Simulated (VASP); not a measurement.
B, 8 atoms in the cell. The structure is tetragonal, space group P-4n2 (No. 118). The conventional cell has a = 3.825 Å, b = 3.825 Å, c = 3.923 Å, α = 90.00°, β = 90.00°, γ = 90.00°. Within 2.2 Å of B (site symmetry 1) lie 5 B at 1.62 to 2.08 Å. 

| Quantity | Value |
| --- | --- |
| Program | VASP 6.6.1 |
| Task | relaxation of cell and atoms |
| Functional | PBE |
| Potentials or basis | VASP PAW PBE potentials, release 64 (B) |
| Cutoff | 600 eV |
| k mesh | 4 × 4 × 4 |
| Occupations | gaussian, width 0.1 eV |
| Spin | no spin polarisation |
| Dipole correction | no |
| Further INCAR settings | ALGO = Normal; EDIFF = 1e-07; IBRION = 2; EDIFFG = -0.04; NSW = 90; ISIF = 3 |

Potentials or basis: VASP PAW PBE potentials, release 64 (B).

Launch:

```console
$ cat potpaw_PBE.64/B/POTCAR > POTCAR
$ mpirun -np 1 vasp_std > vasp.out
```

Hardware: 1 thread of Intel(R) Xeon(R) Platinum 8488C (Sapphire Rapids) (shared host).

Problem. Estimate the wall time of this run.

Solution. It took 4.2 min on 1 thread of Intel(R) Xeon(R) Platinum 8488C (Sapphire Rapids), with other jobs on the host, peak memory 0.17 GiB. Counts: scf iterations 213, k points 18, ion steps 29.
